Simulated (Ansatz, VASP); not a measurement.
## Zn in VASP and in Ansatz

```
Zn
1.0
    -1.29487    2.24278    0.00000
     0.00000    0.00000    4.91584
     3.88461    2.24278    0.00000
Zn
4
Direct
  0.50000 0.25000 0.16667
  0.00000 0.25000 0.66667
  0.00000 0.75000 0.33333
  0.50000 0.75000 0.83333
```

Alike in both runs: task single point; functional PBEsol; k mesh 16 × 8 × 9; occupations fermi-dirac, width 0.05 eV; no spin polarisation.

|  | VASP | Ansatz |
| --- | --- | --- |
| version | VASP 6.6.1 | Ansatz 0.2.0 |
| potentials or method | VASP PAW PBE potentials, release 64 (Zn), cutoff 520 eV | all-electron LAPW, scalar-relativistic |

|  | VASP | Ansatz | Ansatz less VASP |
| --- | --- | --- | --- |
| pressure (GPa) | 0.5 | 0.0 | -0.46 |
| traceless stress, the component that is largest in VASP (GPa) | -1.79 | -1.60 | +0.186 |

VASP's potentials were made for PBE, not for PBEsol. Ansatz ran all-electron here, and VASP with PAW potentials.
